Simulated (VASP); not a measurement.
# Ca (P6/mmm) in VASP: notebook

Ca is run at these levels: PBE; tasks: single point.

Program: VASP 6.6.1. These are calculated values, not measurements. Logs are shortened: lines on timing, memory, paths and dates and some standing lists are left out, and cuts for length are marked.

### 1 The cell of the first run

Symmetry: P6/mmm, No. 191, hexagonal system. The conventional cell has a = 2.914 Å, b = 2.914 Å, c = 2.631 Å, α = 90.00°, β = 90.00°, γ = 120.00°. Within 3.5 Å of Ca (site symmetry 6/mmm) lie 8 Ca at 2.63 to 2.91 Å.

This isn't the form of Ca at room conditions, which is fcc.

### 2 Single point, PBE (19.34 Å³/atom)

Input file INCAR:

```
SYSTEM = Ca
PREC = Accurate
ENCUT = 520
EDIFF = 1E-6
ISMEAR = -1
SIGMA = 0.08
LREAL = .FALSE.
LASPH = .TRUE.
NELM = 60
ALGO = Normal
ISIF = 2
LWAVE = .FALSE.
LCHARG = .TRUE.
GGA = PE
LELF = .TRUE.
LVHAR = .TRUE.
NBANDS = 11
```

Input file KPOINTS:

```
regular mesh
0
G
  12 12 11
  0 0 0
```

Input file POSCAR:

```
Ca
1.0
    2.9137484871      0.0000000000      0.0000000000
   -1.4568742435      2.5233802101      0.0000000000
    0.0000000000      0.0000000000      2.6306085506
Ca
1
Direct
    0.0000000000      0.0000000000      0.0000000000
```

Potentials or basis: VASP PAW PBE potentials, release 64 (Ca_sv).

Command:

```bash
$ cat potpaw_PBE.64/Ca_sv/POTCAR > POTCAR
$ mpirun -np 1 vasp_std > vasp.out
```

OUTCAR:

```text
SYSTEM = Ca
   PREC = Accurate
   ENCUT = 520
   EDIFF = 1E-6
   ISMEAR = -1
   LREAL = .FALSE.
   LASPH = .TRUE.
   NELM = 60
   ISIF = 2
   GGA = PE

 ion  position               nearest neighbor table
   1  0.000  0.000  0.000-

  LATTYP: Found a hexagonal cell.
 ALAT       =     2.9137484871
 C/A-ratio  =     0.9028262262

  Lattice vectors:

 A1 = (   2.9137484871,   0.0000000000,   0.0000000000)
 A2 = (  -1.4568742435,   2.5233802101,   0.0000000000)
 A3 = (   0.0000000000,   0.0000000000,   2.6306085506)

Analysis of symmetry for initial positions (statically):
=====================================================================
 Subroutine PRICEL returns:
 Original cell was already a primitive cell.

 Routine SETGRP: Setting up the symmetry group for a
 hexagonal supercell.

 Subroutine GETGRP returns: Found 24 space group operations
 (whereof 24 operations were pure point group operations)
 out of a pool of 24 trial point group operations.

The static configuration has the point symmetry D_6h.

Analysis of symmetry for dynamics (positions and initial velocities):
=====================================================================
 Subroutine PRICEL returns:
 Original cell was already a primitive cell.

 Routine SETGRP: Setting up the symmetry group for a
 hexagonal supercell.

 Subroutine GETGRP returns: Found 24 space group operations
 (whereof 24 operations were pure point group operations)
 out of a pool of 24 trial point group operations.

The dynamic configuration has the point symmetry D_6h.

 Subroutine INISYM returns: Found 24 space group operations
 (whereof 24 operations are pure point group operations),
 and found     1 'primitive' translations

----------------------------------------------------------------------------------------

                                     Primitive cell

  volume of cell :      19.3415

  direct lattice vectors                    reciprocal lattice vectors
     2.913748487  0.000000000  0.000000000     0.343200521  0.198146913  0.000000000
    -1.456874243  2.523380210  0.000000000     0.000000000  0.396293827  0.000000000
     0.000000000  0.000000000  2.630608551     0.000000000  0.000000000  0.380140177

  length of vectors
     2.913748487  2.913748487  2.630608551     0.396293827  0.396293827  0.380140177

  position of ions in fractional coordinates (direct lattice)
     0.000000000  0.000000000  0.000000000

  ion indices of the primitive-cell ions
   primitive index   ion index
                 1           1

----------------------------------------------------------------------------------------

 KPOINTS: regular mesh

Automatic generation of k-mesh.
 Grid dimensions read from file:
 generate k-points for:   12   12   11

 Generating k-lattice:

  Cartesian coordinates                     Fractional coordinates (reciprocal lattice)
     0.028600043  0.016512243  0.000000000     0.083333333 -0.000000000  0.000000000
     0.000000000  0.033024486  0.000000000     0.000000000  0.083333333  0.000000000
     0.000000000  0.000000000  0.034558198     0.000000000  0.000000000  0.090909091

  Length of vectors
     0.033024486  0.033024486  0.034558198

  Shift w.r.t. Gamma in fractional coordinates (k-lattice)
     0.000000000  0.000000000  0.000000000

 Subroutine IBZKPT returns following result:
 ===========================================

 Found    114 irreducible k-points:

 Following reciprocal coordinates:
            Coordinates               Weight
  0.000000  0.000000  0.000000      1.000000
  0.083333  0.000000  0.000000      6.000000
  0.166667  0.000000  0.000000      6.000000
  0.250000  0.000000  0.000000      6.000000
  0.333333  0.000000  0.000000      6.000000
  0.416667  0.000000  0.000000      6.000000
[... 16 lines left out ...]
  0.250000  0.000000  0.090909     12.000000
  0.333333  0.000000  0.090909     12.000000
 [... further k-points ...]
   k-points           NKPTS =    114   k-points in BZ     NKDIM =    114   number of bands    NBANDS=     11
   number of dos      NEDOS =    301   number of ions     NIONS =      1
   total plane-waves  NPLWV =  11520
   dimension x,y,z NGX =    24 NGY =   24 NGZ =   20
   dimension x,y,z NGXF=    48 NGYF=   48 NGZF=   40
   ions per type =               1
   NGX,Y,Z   is equivalent  to a cutoff of  13.69, 13.69, 12.64 a.u.
   NGXF,Y,Z  is equivalent  to a cutoff of  27.39, 27.39, 25.28 a.u.
 SYSTEM =  Ca
   PREC   = accura    normal or accurate (medium, high low for compatibility)
   ISTART =      0    job   : 0-new  1-cont  2-samecut
   ICHARG =      2    charge: 1-file 2-atom 10-const
   ISPIN  =      1    spin polarized calculation?
   LNONCOLLINEAR =      F non collinear calculations
   LSORBIT =      F    spin-orbit coupling
   LASPH  =      T    aspherical Exc in radial PAW
   ENCUT  =  520.0 eV  38.22 Ry    6.18 a.u.   5.42  5.42  4.89*2*pi/ulx,y,z
   NELM   =     60;   NELMIN=  2; NELMDL= -5     # of ELM steps
   EDIFF  = 0.1E-05   stopping-criterion for ELM
   LREAL  =      F    real-space projection
   EDIFFG = 0.1E-04   stopping-criterion for IOM
   NSW    =      0    number of steps for IOM
   IBRION =     -1    ionic relax: 0-MD 1-quasi-New 2-CG
   NFREE  =      0    steps in history (QN), initial steepest desc. (CG)
   ISIF   =      2    stress and relaxation
   ISYM   =      2    0-nonsym 1-usesym 2-fastsym
   POTIM  = 0.5000    time-step for ionic-motion
   TEBEG  =    0.0;   TEEND  =   0.0 temperature during run
   PSTRESS=    0.0 pullay stress
   NELECT =      10.0000    total number of electrons
   NUPDOWN=      -1.0000    fix difference up-down
   EMIN   =  10.00;   EMAX   =-10.00  energy-range for DOS
   EFERMI =   0.00;   METHOD = LEGACY
   ISMEAR =    -1;   SIGMA  =   0.08  broadening in eV -4-tet -1-fermi 0-gaus
   EFERMI_NEDOS =   21; number of points for ismear=-14 and -15
   IALGO  =     38    algorithm
   IMIX   =      4    mixing-type and parameters
     AMIX     =   0.40;   BMIX     =  1.00
     AMIX_MAG =   1.60;   BMIX_MAG =  1.00
  volume/ion in A,a.u.               =      19.34       130.52
  Fermi-wavevector in a.u.,A,eV,Ry     =   1.313947  2.483000 23.489869  1.726457
  Thomas-Fermi vector in A             =   2.444234
   LORBIT       =      0    0 simple, 1 ext, 2 COOP (PROOUT), +10 PAW based schemes
   GGA     = PE    functional components
   LHFCALC =     F    Hartree Fock is set to
   AEXX    =    0.0000 exact exchange contribution
   IVDW    =     0    specifies the selected vdW correction
   LEPSILON=     F    determine dielectric tensor
   LRPA    =     F    only Hartree local field effects (RPA)
 non-spin polarized calculation
  energy-cutoff  :      520.00
  volume of cell :       19.34
 maximum number of plane-waves:       549
 NGX is ok and might be reduce to    24
   NGX = 11   NGY = 11   NGZ =  9

 number of electron      10.0000001 magnetization

 Free energy of the ion-electron system (eV)
  ---------------------------------------------------
  ext. energy  EPLUGINS =         0.00000000
  ---------------------------------------------------
  free energy    TOTEN  =        -0.16259680 eV

  energy without entropy =       -0.15297702  energy(sigma->0) =       -0.15778691

 E-fermi :   6.1240     XC(G=0): -10.6173

 val. band max:        6.0900444848   @ k =   0.3333   0.2500   0.0000
 cond. band min:       6.1597157430   @ k =   0.3333   0.2500   0.0909
 fundamental gap:      0.0696712582
 Fermi energy:         6.1240327085

 k-point     1 :       0.0000    0.0000    0.0000
  band No.  band energies     occupation
      1     -35.1450      2.00000
      2     -15.2717      2.00000
      3     -15.2717      2.00000
      4     -14.9460      2.00000
      5       1.5423      2.00000
      6       6.4831      0.02222
      7       9.0554      0.00000
      8       9.0554      0.00000
      9      13.7395      0.00000
     10      13.7395      0.00000
     11      19.1414      0.00000

 k-point     2 :       0.0833    0.0000    0.0000
  band No.  band energies     occupation
      1     -35.1238      2.00000
      2     -15.3946      2.00000
      3     -15.2966      2.00000
      4     -14.9342      2.00000
      5       1.7871      2.00000
      6       6.5812      0.00657
      7       8.7318      0.00000
      8       9.2671      0.00000
      9      13.4995      0.00000
     10      13.7035      0.00000
     11      19.6480      0.00000

 k-point     3 :       0.1667    0.0000    0.0000
  band No.  band energies     occupation
      1     -35.0654      2.00000
      2     -15.7204      2.00000
      3     -15.3640      2.00000
      4     -14.9019      2.00000
      5       2.4563      2.00000
      6       6.8264      0.00031
      7       8.0355      0.00000
      8       9.8809      0.00000
      9      12.9199      0.00000
     10      13.6066      0.00000
     11      20.5525      0.00000

 k-point     4 :       0.2500    0.0000    0.0000
  band No.  band energies     occupation
      1     -34.9842      2.00000
      2     -16.1439      2.00000
      3     -15.4546      2.00000
      4     -14.8574      2.00000
      5       3.3603      2.00000
      6       6.8747      0.00017
      7       7.6661      0.00000
      8      10.8297      0.00000
      9      12.2511      0.00000
     10      13.4773      0.00000
     11      19.9275      0.00000
[... 239 lines left out ...]
 k-point    22 :       0.1667    0.0000    0.0909
  band No.  band energies     occupation
      1     -35.0342      2.00000
      2     -15.6988      2.00000
      3     -15.3449      2.00000
      4     -15.1028      2.00000
      5       2.6741      2.00000
      6       7.0962      0.00001
      7       8.1273      0.00000
      8       9.9442      0.00000
      9      12.5391      0.00000
     10      13.2424      0.00000
     11      20.6541      0.00000

 k-point    23 :       0.2500    0.0000    0.0909
  band No.  band energies     occupation
      1     -34.9536      2.00000
      2     -16.1178      2.00000
      3     -15.4347      2.00000
      4     -15.0529      2.00000
      5       3.5442      2.00000
      6       7.0489      0.00002
      7       7.8542      0.00000
      8      10.8751      0.00000
      9      11.8895      0.00000
     10      13.0935      0.00000
     11      20.1360      0.00000

 k-point    24 :       0.3333    0.0000    0.0909
  band No.  band energies     occupation
      1     -34.8714      2.00000
      2     -16.5165      2.00000
      3     -15.5227      2.00000
      4     -15.0028      2.00000
      5       4.3106      2.00000
      6       6.7544      0.00076
      7       8.1112      0.00000
      8      11.4703      0.00000
      9      11.9782      0.00000
     10      12.9704      0.00000
     11      18.7050      0.00000

 [... further k-points ...]

------------------------ aborting loop because EDIFF is reached ----------------------------------------

  FORCE on cell =-STRESS in cart. coord.  units (eV):
  Direction    XX          YY          ZZ          XY          YZ          ZX
  --------------------------------------------------------------------------------------
  -------------------------------------------------------------------------------------
  Total        4.5092404      4.5092404      4.5437356      0.0000000      0.0000000      0.0000000
  in kB      373.5278490    373.5278490    376.3852990      0.0000000      0.0000000      0.0000000
  external PRESSURE =     374.4803324 kB  Pullay stress =       0.0000000 kB

 VOLUME and BASIS-vectors are now :
 -----------------------------------------------------------------------------
  energy-cutoff  :      520.00
  volume of cell :       19.34
      direct lattice vectors                 reciprocal lattice vectors
     2.913748487  0.000000000  0.000000000     0.343200521  0.198146913  0.000000000
    -1.456874243  2.523380210  0.000000000     0.000000000  0.396293827  0.000000000
     0.000000000  0.000000000  2.630608551     0.000000000  0.000000000  0.380140177

 POSITION                                       TOTAL-FORCE (eV/Angst)
 -----------------------------------------------------------------------------------
      0.00000      0.00000      0.00000         0.000000      0.000000      0.000000
 -----------------------------------------------------------------------------------
    total drift:                               -0.000000      0.000000      0.000000

  FREE ENERGIE OF THE ION-ELECTRON SYSTEM (eV)
  ---------------------------------------------------
  free  energy   TOTEN  =        -0.1625967969 eV

  energy  without entropy=       -0.1529770156  energy(sigma->0) =       -0.15778691
```

It took 23 s on 1 thread of Intel Xeon 8259CL, shared host; peak memory 0.15 GiB.

Results:

```yaml
Free_energy: -0.1626 eV
Pressure: 37.4 GPa
Band_gap_on_the_k_mesh: zero (bands 5 and 6 overlap by 1.19 eV)
```

Stress tensor (GPa, compression positive):
```
37.35  0.00  0.00
 0.00 37.35  0.00
 0.00  0.00 37.64
```

Caveat: the cell stands under pressure.

### 3 Single point, PBE

Input file INCAR:

```
PREC = Accurate
ENCUT = 520
EDIFF = 1E-6
ISMEAR = 1
SIGMA = 0.01
LREAL = F
LASPH = T
NELM = 100
ALGO = Normal
ISIF = 2
LWAVE = F
LCHARG = F
GGA = PE
NBANDS = 11
```

Input file KPOINTS:

```
regular mesh
0
Gamma
  12 12 11
```

POSCAR is that of step 2.

Potentials or basis: VASP PAW PBE potentials, release 64 (Ca_sv).

Command:

```bash
$ cat potpaw_PBE.64/Ca_sv/POTCAR > POTCAR
$ mpirun -np 1 vasp_std > vasp.out
```

OUTCAR:

```text
PREC = Accurate
   ENCUT = 520
   EDIFF = 1E-6
   ISMEAR = 1
   LREAL = F
   LASPH = T
   NELM = 100
   ISIF = 2
   GGA = PE

 ion  position               nearest neighbor table
   1  0.000  0.000  0.000-

  LATTYP: Found a hexagonal cell.
 ALAT       =     2.9137484871
 C/A-ratio  =     0.9028262262

  Lattice vectors:

 A1 = (   2.9137484871,   0.0000000000,   0.0000000000)
 A2 = (  -1.4568742435,   2.5233802101,   0.0000000000)
[... 514 lines left out ...]
      9      11.9783      0.00000
     10      12.9695      0.00000
     11      18.7044      0.00000

 [... further k-points ...]

------------------------ aborting loop because EDIFF is reached ----------------------------------------

  FORCE on cell =-STRESS in cart. coord.  units (eV):
  Direction    XX          YY          ZZ          XY          YZ          ZX
  --------------------------------------------------------------------------------------
  -------------------------------------------------------------------------------------
  Total        4.5166671      4.5166671      4.5445336      0.0000000     -0.0000000      0.0000000
  in kB      374.1430478    374.1430478    376.4514056      0.0000000     -0.0000000      0.0000000
  external PRESSURE =     374.9125004 kB  Pullay stress =       0.0000000 kB

 VOLUME and BASIS-vectors are now :
 -----------------------------------------------------------------------------
  energy-cutoff  :      520.00
  volume of cell :       19.34
      direct lattice vectors                 reciprocal lattice vectors
     2.913748487  0.000000000  0.000000000     0.343200521  0.198146913  0.000000000
    -1.456874243  2.523380210  0.000000000     0.000000000  0.396293827  0.000000000
     0.000000000  0.000000000  2.630608551     0.000000000  0.000000000  0.380140177

 POSITION                                       TOTAL-FORCE (eV/Angst)
 -----------------------------------------------------------------------------------
      0.00000      0.00000      0.00000         0.000000      0.000000      0.000000
 -----------------------------------------------------------------------------------
    total drift:                                0.000000     -0.000000      0.000000

  FREE ENERGIE OF THE ION-ELECTRON SYSTEM (eV)
  ---------------------------------------------------
  free  energy   TOTEN  =        -0.1581176196 eV

  energy  without entropy=       -0.1580748779  energy(sigma->0) =       -0.15810337
```

Run time: 20 s. Hardware: 1 thread of Intel Xeon 8259CL, shared host; peak memory 0.15 GiB.

Results:

```yaml
Free_energy: -0.1581 eV
Pressure: 37.5 GPa
Band_gap_on_the_k_mesh: zero (bands 5 and 6 overlap by 1.19 eV)
```

Stress tensor (GPa, compression positive):
```
37.41  0.00  0.00
 0.00 37.41  0.00
 0.00  0.00 37.65
```

Caveat: the cell stands under pressure.

(Continued in part 2 of 2.)
